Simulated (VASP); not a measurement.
# LiCl (P6_3mc) in VASP: a series of runs

The runs below take LiCl through single point, relaxation of cell and atoms, with PBEsol.

All numbers are computed with VASP 6.6.1; they aren't measurements. Logs are shortened: lines on timing, memory, paths and dates and some standing lists are left out, and cuts for length are marked.

### 1 The cell of the first run

Symmetry: P6_3mc, No. 186, hexagonal system. Conventional cell: a = 3.881 Å, b = 3.881 Å, c = 6.177 Å, α = 90.00°, β = 90.00°, γ = 120.00°. Within 3.1 Å of Li (site symmetry 3m) lie 4 Cl at 2.36 Å. Cl (site symmetry 3m) has 4 Li at 2.36 Å within 3.1 Å.

### 2 Single point, PBEsol

File INCAR:

```
PREC = Accurate
ENCUT = 520
EDIFF = 1E-6
ISMEAR = -1
SIGMA = 0.03
LREAL = F
LASPH = T
NELM = 80
ALGO = Normal
ISIF = 2
LWAVE = F
LCHARG = F
GGA = PS
NBANDS = 18
```

File KPOINTS:

```
regular mesh
0
Gamma
  6 6 4
```

File POSCAR:

```
LiCl
1.0
    3.8813429829      0.0000000000      0.0000000000
   -1.9406714915      3.3613416240      0.0000000000
    0.0000000000      0.0000000000      6.1765806521
Li Cl
2 2
Direct
    0.6666666667      0.3333333333      0.8786647805
    0.3333333333      0.6666666667      0.3786647805
    0.6666666667      0.3333333333      0.4963362195
    0.3333333333      0.6666666667      0.9963362195
```

Potentials or basis: VASP PAW PBE potentials, release 64 (Li_sv, Cl).

Command:

```bash
$ cat potpaw_PBE.64/Li_sv/POTCAR potpaw_PBE.64/Cl/POTCAR > POTCAR
$ mpirun -np 1 vasp_std > vasp.out
```

OUTCAR:

```text
PREC = Accurate
   ENCUT = 520
   EDIFF = 1E-6
   ISMEAR = -1
   LREAL = F
   LASPH = T
   NELM = 80
   ISIF = 2
   GGA = PS

 ion  position               nearest neighbor table
   1  0.667  0.333  0.879-   4 2.36   4 2.36   4 2.36   3 2.36
   2  0.333  0.667  0.379-   3 2.36   3 2.36   3 2.36   4 2.36
   3  0.667  0.333  0.496-   2 2.36   2 2.36   2 2.36   1 2.36
   4  0.333  0.667  0.996-   1 2.36   1 2.36   1 2.36   2 2.36

  LATTYP: Found a hexagonal cell.
 ALAT       =     3.8813429829
 C/A-ratio  =     1.5913514161

  Lattice vectors:

 A1 = (   3.8813429829,   0.0000000000,   0.0000000000)
 A2 = (  -1.9406714915,   3.3613416240,   0.0000000000)
 A3 = (   0.0000000000,   0.0000000000,   6.1765806521)

Analysis of symmetry for initial positions (statically):
=====================================================================
 Subroutine PRICEL returns:
 Original cell was already a primitive cell.

 Routine SETGRP: Setting up the symmetry group for a
 hexagonal supercell.

 Subroutine GETGRP returns: Found 12 space group operations
 (whereof  6 operations were pure point group operations)
 out of a pool of 24 trial point group operations.

The static configuration has the point symmetry C_3v.
 The point group associated with its full space group is C_6v.

Analysis of symmetry for dynamics (positions and initial velocities):
=====================================================================
 Subroutine PRICEL returns:
 Original cell was already a primitive cell.

 Routine SETGRP: Setting up the symmetry group for a
 hexagonal supercell.

 Subroutine GETGRP returns: Found 12 space group operations
 (whereof  6 operations were pure point group operations)
 out of a pool of 24 trial point group operations.

The dynamic configuration has the point symmetry C_3v.
 The point group associated with its full space group is C_6v.

 Subroutine INISYM returns: Found 12 space group operations
 (whereof  6 operations are pure point group operations),
 and found     1 'primitive' translations

----------------------------------------------------------------------------------------

                                     Primitive cell

  volume of cell :      80.5829

  direct lattice vectors                    reciprocal lattice vectors
     3.881342983  0.000000000  0.000000000     0.257642781  0.148750129  0.000000000
    -1.940671492  3.361341624  0.000000000     0.000000000  0.297500258  0.000000000
     0.000000000  0.000000000  6.176580652     0.000000000  0.000000000  0.161901877

  length of vectors
     3.881342983  3.881342983  6.176580652     0.297500258  0.297500258  0.161901877

  position of ions in fractional coordinates (direct lattice)
     0.666666667  0.333333333  0.878664781
     0.333333333  0.666666667  0.378664781
     0.666666667  0.333333333  0.496336220
     0.333333333  0.666666667  0.996336220

  ion indices of the primitive-cell ions
   primitive index   ion index
                 1           1
                 2           2
                 3           3
                 4           4

----------------------------------------------------------------------------------------

 KPOINTS: regular mesh

Automatic generation of k-mesh.
 Grid dimensions read from file:
 generate k-points for:    6    6    4

 Generating k-lattice:

  Cartesian coordinates                     Fractional coordinates (reciprocal lattice)
     0.042940463  0.024791688  0.000000000     0.166666667  0.000000000  0.000000000
     0.000000000  0.049583376  0.000000000     0.000000000  0.166666667  0.000000000
     0.000000000  0.000000000  0.040475469     0.000000000  0.000000000  0.250000000

  Length of vectors
     0.049583376  0.049583376  0.040475469

  Shift w.r.t. Gamma in fractional coordinates (k-lattice)
     0.000000000  0.000000000  0.000000000

 Subroutine IBZKPT returns following result:
 ===========================================

 Found     21 irreducible k-points:

 Following reciprocal coordinates:
            Coordinates               Weight
  0.000000  0.000000  0.000000      1.000000
  0.166667  0.000000  0.000000      6.000000
  0.333333  0.000000  0.000000      6.000000
  0.500000 -0.000000  0.000000      3.000000
  0.166667  0.166667  0.000000      6.000000
  0.333333  0.166667  0.000000     12.000000
[... 13 lines left out ...]
  0.333333  0.166667  0.500000     12.000000
  0.333333  0.333333  0.500000      2.000000
   k-points           NKPTS =     21   k-points in BZ     NKDIM =     21   number of bands    NBANDS=     18
   number of dos      NEDOS =    301   number of ions     NIONS =      4
   total plane-waves  NPLWV =  43200
   dimension x,y,z NGX =    30 NGY =   30 NGZ =   48
   dimension x,y,z NGXF=    60 NGYF=   60 NGZF=   96
   ions per type =               2   2
   NGX,Y,Z   is equivalent  to a cutoff of  12.85, 12.85, 12.92 a.u.
   NGXF,Y,Z  is equivalent  to a cutoff of  25.70, 25.70, 25.84 a.u.
 SYSTEM =  unknown system
   PREC   = accura    normal or accurate (medium, high low for compatibility)
   ISTART =      0    job   : 0-new  1-cont  2-samecut
   ICHARG =      2    charge: 1-file 2-atom 10-const
   ISPIN  =      1    spin polarized calculation?
   LNONCOLLINEAR =      F non collinear calculations
   LSORBIT =      F    spin-orbit coupling
   LASPH  =      T    aspherical Exc in radial PAW
   ENCUT  =  520.0 eV  38.22 Ry    6.18 a.u.   7.22  7.22 11.48*2*pi/ulx,y,z
   NELM   =     80;   NELMIN=  2; NELMDL= -5     # of ELM steps
   EDIFF  = 0.1E-05   stopping-criterion for ELM
   LREAL  =      F    real-space projection
   EDIFFG = 0.1E-04   stopping-criterion for IOM
   NSW    =      0    number of steps for IOM
   IBRION =     -1    ionic relax: 0-MD 1-quasi-New 2-CG
   NFREE  =      0    steps in history (QN), initial steepest desc. (CG)
   ISIF   =      2    stress and relaxation
   ISYM   =      2    0-nonsym 1-usesym 2-fastsym
   POTIM  = 0.5000    time-step for ionic-motion
   TEBEG  =    0.0;   TEEND  =   0.0 temperature during run
   PSTRESS=    0.0 pullay stress
   NELECT =      20.0000    total number of electrons
   NUPDOWN=      -1.0000    fix difference up-down
   EMIN   =  10.00;   EMAX   =-10.00  energy-range for DOS
   EFERMI =   0.00;   METHOD = LEGACY
   ISMEAR =    -1;   SIGMA  =   0.03  broadening in eV -4-tet -1-fermi 0-gaus
   EFERMI_NEDOS =   21; number of points for ismear=-14 and -15
   IALGO  =     38    algorithm
   IMIX   =      4    mixing-type and parameters
     AMIX     =   0.40;   BMIX     =  1.00
     AMIX_MAG =   1.60;   BMIX_MAG =  1.00
  volume/ion in A,a.u.               =      20.15       135.95
  Fermi-wavevector in a.u.,A,eV,Ry     =   1.028815  1.944178 14.401223  1.058460
  Thomas-Fermi vector in A             =   2.162831
   LORBIT       =      0    0 simple, 1 ext, 2 COOP (PROOUT), +10 PAW based schemes
   GGA     = PS    functional components
   LHFCALC =     F    Hartree Fock is set to
   AEXX    =    0.0000 exact exchange contribution
   IVDW    =     0    specifies the selected vdW correction
   LEPSILON=     F    determine dielectric tensor
   LRPA    =     F    only Hartree local field effects (RPA)
 non-spin polarized calculation
  energy-cutoff  :      520.00
  volume of cell :       80.58
 maximum number of plane-waves:      2189
 NGX is ok and might be reduce to    30
   NGX = 15   NGY = 15   NGZ = 23

 number of electron      19.9999996 magnetization

 Free energy of the ion-electron system (eV)
  ---------------------------------------------------
  ext. energy  EPLUGINS =         0.00000000
  ---------------------------------------------------
  free energy    TOTEN  =       -15.21411213 eV

  energy without entropy =      -15.21411213  energy(sigma->0) =      -15.21411213

 E-fermi :  -0.2733     XC(G=0):  -7.9591

 val. band max:       -1.0353945945   @ k =   0.0000   0.0000   0.0000
 cond. band min:       4.8139483352   @ k =   0.0000   0.0000   0.0000
 fundamental gap:      5.8493429297
 Fermi energy:        -0.2732657206

 k-point     1 :       0.0000    0.0000    0.0000
  band No.  band energies     occupation
      1     -43.2504      2.00000
      2     -43.2486      2.00000
      3     -13.8630      2.00000
      4     -13.5149      2.00000
      5      -3.2617      2.00000
      6      -1.4945      2.00000
[... 10 lines left out ...]
     17       9.7905      0.00000
     18       9.9295      0.00000

 k-point     2 :       0.1667    0.0000    0.0000
  band No.  band energies     occupation
      1     -43.2500      2.00000
      2     -43.2483      2.00000
      3     -13.7993      2.00000
      4     -13.4898      2.00000
      5      -3.1126      2.00000
      6      -1.8992      2.00000
[... 10 lines left out ...]
     17      10.0163      0.00000
     18      10.3380      0.00000

 k-point     3 :       0.3333    0.0000    0.0000
  band No.  band energies     occupation
      1     -43.2491      2.00000
      2     -43.2481      2.00000
      3     -13.6539      2.00000
      4     -13.4512      2.00000
      5      -2.8515      2.00000
      6      -2.5228      2.00000
[... 10 lines left out ...]
     17      10.5151      0.00000
     18      11.4759      0.00000

 k-point     4 :       0.5000   -0.0000    0.0000
  band No.  band energies     occupation
      1     -43.2487      2.00000
      2     -43.2480      2.00000
      3     -13.5588      2.00000
      4     -13.4511      2.00000
      5      -3.0784      2.00000
      6      -2.5270      2.00000
[... 312 lines left out ...]
      4     -13.5796      2.00000
      5      -2.5884      2.00000
      6      -2.5884      2.00000
[... 10 lines left out ...]
     17      10.3453      0.00000
     18      10.3453      0.00000

 k-point    20 :       0.3333    0.1667    0.5000
  band No.  band energies     occupation
      1     -43.2483      2.00000
      2     -43.2483      2.00000
      3     -13.5061      2.00000
      4     -13.5061      2.00000
      5      -2.8747      2.00000
      6      -2.8747      2.00000
[... 10 lines left out ...]
     17      11.0817      0.00000
     18      11.0817      0.00000

 k-point    21 :       0.3333    0.3333    0.5000
  band No.  band energies     occupation
      1     -43.2482      2.00000
      2     -43.2482      2.00000
      3     -13.4810      2.00000
      4     -13.4810      2.00000
      5      -2.6667      2.00000
      6      -2.6667      2.00000
[... 10 lines left out ...]
     17      11.2843      0.00000
     18      11.2843      0.00000

------------------------ aborting loop because EDIFF is reached ----------------------------------------

  FORCE on cell =-STRESS in cart. coord.  units (eV):
  Direction    XX          YY          ZZ          XY          YZ          ZX
  --------------------------------------------------------------------------------------
  -------------------------------------------------------------------------------------
  Total       -0.0134754     -0.0134754     -0.0201146      0.0000000      0.0000000      0.0000000
  in kB       -0.2679222     -0.2679222     -0.3999250      0.0000000      0.0000000      0.0000000
  external PRESSURE =      -0.3119232 kB  Pullay stress =       0.0000000 kB

 VOLUME and BASIS-vectors are now :
 -----------------------------------------------------------------------------
  energy-cutoff  :      520.00
  volume of cell :       80.58
      direct lattice vectors                 reciprocal lattice vectors
     3.881342983  0.000000000  0.000000000     0.257642781  0.148750129  0.000000000
    -1.940671492  3.361341624  0.000000000     0.000000000  0.297500258  0.000000000
     0.000000000  0.000000000  6.176580652     0.000000000  0.000000000  0.161901877

 POSITION                                       TOTAL-FORCE (eV/Angst)
 -----------------------------------------------------------------------------------
      1.94067      1.12045      5.42714         0.000000      0.000000      0.002553
     -0.00000      2.24089      2.33885        -0.000000     -0.000000      0.002553
      1.94067      1.12045      3.06566        -0.000000     -0.000000     -0.002553
     -0.00000      2.24089      6.15395        -0.000000     -0.000000     -0.002553
 -----------------------------------------------------------------------------------
    total drift:                               -0.000000     -0.000000      0.000152

  FREE ENERGIE OF THE ION-ELECTRON SYSTEM (eV)
  ---------------------------------------------------
  free  energy   TOTEN  =       -15.2141121250 eV

  energy  without entropy=      -15.2141121250  energy(sigma->0) =      -15.21411213
```

Wall time 20 s (1 thread of Intel Xeon Platinum 8488C (Sapphire Rapids), shared host); peak memory 0.19 GiB.

What came out:

```yaml
Free_energy: -15.2141 eV
Band_gap_on_the_k_mesh: 5.85 eV, direct
```

Forces in eV/Å, atoms in the order of the input:
```
Li   0.000  0.000  0.003
Li   0.000  0.000  0.003
Cl   0.000  0.000 -0.003
Cl   0.000  0.000 -0.003
```

Caveat: the cutoff is under 1.25 times the usual one of these potentials, so pressure, stress and relaxed cells hold a basis-set (Pulay) error; the PAW data sets were made with another functional, which shifts forces and pressure a little.

(Part 1 of 2 ends here.)
